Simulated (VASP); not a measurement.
Write the native input for VASP 6.6.1 that does the following.

| Item | Value |
| --- | --- |
| Task | single point |
| Functional | LDA |
| Potentials or basis | VASP PAW LDA potentials, release 64 (Si, Ti_sv) |
| Cutoff | 520 eV |
| k mesh | 2 × 2 × 2 |
| Occupations | fermi-dirac, width 0.02 eV |
| Spin | no spin polarisation |
| Dipole correction | no |
| Further INCAR settings | LREAL = Auto; ALGO = Normal; EDIFF = 1e-06; NBANDS = 52 |

The structure of TiSi16 (a cell with a defect) lies in POSCAR:

```
TiSi16
1.0
    0.0000000000      5.4300000000      5.4300000000
    5.4300000000      0.0000000000      5.4300000000
    5.4300000000      5.4300000000      0.0000000000
Si Ti
16 1
Direct
   -0.0015014733     -0.0008103131     -0.0250504604
    0.1233356354      0.1240306630      0.1004039595
   -0.0140500921     -0.0134044199      0.4733351750
    0.1058567219      0.1064998158      0.6083926335
    0.0228582873      0.4962339779     -0.0074719153
    0.1591011050      0.6053408840      0.1205460405
    0.0125658379      0.4687396869      0.5156895948
    0.1360500000      0.6158905157      0.6182407919
    0.4955422652      0.0235382136     -0.0075137201
    0.6046707182      0.1597436464      0.1205130755
    0.4681026703      0.0131739411      0.5156623389
    0.6152370166      0.1366874770      0.6182044199
    0.5159550645      0.5165845304      0.0454955801
    0.6542737569      0.6549684162      0.1446549724
    0.5091009208      0.5097307551      0.5235871087
    0.6162928177      0.6168699816      0.6825055249
    0.7863082873      0.7869408840      0.3079416206
```

One way to write it, as run:

INCAR

```
PREC     = Accurate       # precision mode
ENCUT    = 520            # plane-wave cutoff, eV
EDIFF    = 1E-6           # SCF threshold, eV
ISMEAR   = -1             # smearing method
SIGMA    = 0.02           # smearing width, eV
LREAL    = Auto         
LASPH    = T              # aspherical terms in the spheres
NELM     = 60             # most SCF steps
ALGO     = Normal         # electronic algorithm
ISIF     = 2              # what is computed and relaxed
LWAVE    = F              # write WAVECAR
LCHARG   = T              # write CHGCAR
GGA      = CA             # functional
LELF     = T              # ELF
LVHAR    = T            
NBANDS   = 52             # bands
```

KPOINTS

```
regular mesh
0
Gamma
  2 2 2
```

Potentials or basis: VASP PAW LDA potentials, release 64 (Si, Ti_sv).

The run is started by

```bash
$ cat potpaw_LDA.64/Si/POTCAR potpaw_LDA.64/Ti_sv/POTCAR > POTCAR
$ mpirun -np 1 vasp_std > vasp.out
```

It gave:

| Quantity | Value |
| --- | --- |
| Pressure | 0.4 GPa |
| Largest force | 1.522 eV/Å |
| Band gap on the k mesh | zero (band 38 reaches 6.98 eV, above the bottom of band 39 at 6.53 eV) |

Caveat: the k points lie up to 0.50 Å⁻¹ apart.

It took 6.7 min on 1 thread of Intel(R) Xeon(R) Platinum 8259CL CPU @ 2.50GHz (Skylake/Cascade Lake), on a shared host, peak memory 0.39 GiB.
